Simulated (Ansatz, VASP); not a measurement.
# Al3Cu in VASP and in Ansatz

INCAR

```
  PREC = Accurate
  ENCUT = 520
  EDIFF = 1E-7
  ISMEAR = 0
  SIGMA = 0.15
  LREAL = F
  LASPH = T
  NELM = 60
  ALGO = Fast
  ISIF = 2
  LWAVE = F
  LCHARG = T
  GGA = CA
  LELF = T
  LVHAR = T
  NBANDS = 18
```

KPOINTS

```
regular mesh
0
Gamma
  10 10 10
```

Contents of POSCAR:

```
Al3Cu
1.0
    3.5723171391      0.0000000000      0.0000000000
    0.0000000000      4.1374425223      0.0000000000
    0.0000000000      0.0000000000      3.8548798307
Al Cu
3 1
Direct
    0.0000000000      0.5000000000      0.5000000000
    0.5000000000      0.0000000000      0.5000000000
    0.5000000000      0.5000000000      0.0000000000
    0.0000000000      0.0000000000      0.0000000000
```

Input for Ansatz:

```yaml
crystal:
  lattice:
    - [3.5723171391, 0.0, 0.0]
    - [0.0, 4.1374425223, 0.0]
    - [0.0, 0.0, 3.8548798307]
  atoms:
    - { symbol: Al, position: [0.0, 0.5, 0.5] }
    - { symbol: Al, position: [0.5, 0.0, 0.5] }
    - { symbol: Al, position: [0.5, 0.5, 0.0] }
    - { symbol: Cu, position: [0.0, 0.0, 0.0] }
basis:
  ecutwfc: 520.0
kpoints:
  mp_grid: { grid: [10, 10, 10] }
hamiltonian:
  xc: lda
  pseudopotentials: { kind: paw, azcp: { folder: soft_1 } }
scf:
  occupations: { method: gaussian, width: 0.15 }
output:
  forces: true
  stress: true
  eigenvalues: true
```

Change from the starting cell: strain +e along x and -e along y -0.0733, strain +e along z and -e/2 along x and y +0.0000.

Alike in both runs: task single point; functional LDA; k mesh 10 × 10 × 10; occupations gaussian, width 0.15 eV; no spin polarisation.

```csv
,VASP,Ansatz
version,VASP 6.6.1,Ansatz 0.2.0
potentials or method,"VASP PAW LDA potentials, release 64 (Al, Cu), cutoff 520 eV","scalar-relativistic, plane waves, PAW"
valence electrons in the cell,20,28
```

Ansatz gave:

* gap on the k mesh at the Fermi level (eV): none
* pressure (GPa): 1.3
* traceless stress, the component that is largest in VASP (GPa): -6.74

Question: Which values does VASP return?

Answer: gap on the k mesh at the Fermi level (eV): none; pressure (GPa): 1.7; traceless stress, the component that is largest in VASP (GPa): -6.76.

Ansatz warns that its potentials were made for another functional, while VASP's fit it. LDA's correlation is that of Perdew and Zunger in VASP and of Perdew and Wang (1992) in Ansatz. A gap of «none» marks a metal or a gap that the smearing closes. VASP's potentials hold 20 valence electrons a cell and Ansatz's 28, so a difference there can come from the potentials and not from the codes.
